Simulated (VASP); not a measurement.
Runs of VASP 6.6.1 on Gd. The structure is that of space group P6_3/mmc (No. 194), or close to it. The cells are those of the table. 

```csv
task,cell,k mesh,k mesh for the DOS,occupations for the DOS,gap on the mesh (eV),pressure (GPa),moment (μB)
single point,"a = 3.673, b = 3.673, c = 5.667 Å, angles 90.0, 90.0, 120.0°, 2 atoms",12 × 12 × 7,-,-,none,-0.9,15.27
electric field gradients,"a = 3.636, b = 3.636, c = 5.783 Å, angles 90.0, 90.0, 120.0°, 2 atoms",17 × 17 × 10,-,-,none,0.5,15.32
electric field gradients,"a = 3.636, b = 3.636, c = 5.783 Å, angles 90.0, 90.0, 120.0°, 2 atoms",12 × 12 × 7,-,-,none,0.5,15.32
density of states,"a = 3.636, b = 3.636, c = 5.783 Å, angles 90.0, 90.0, 120.0°, 2 atoms",12 × 12 × 7,18 × 18 × 11,tetrahedron,-,-,(a)
```

Alike in all rows: level PBE; potentials or basis VASP PAW PBE potentials, release 64 (Gd); spin collinear, ferromagnetic start; cutoff (eV) 520; smearing fermi-dirac 0.05 eV.

Estimate the missing entries.

(a) 15.31.

Caveats: spin-orbit coupling is left out, which moves the levels of the heavy elements; tetrahedron occupations give inexact forces and stress in metals (some runs).

A k mesh can miss the band edges, and the runs leave out spin-orbit coupling on Gd.

A gap of «none» marks levels without a gap at the run's occupations.
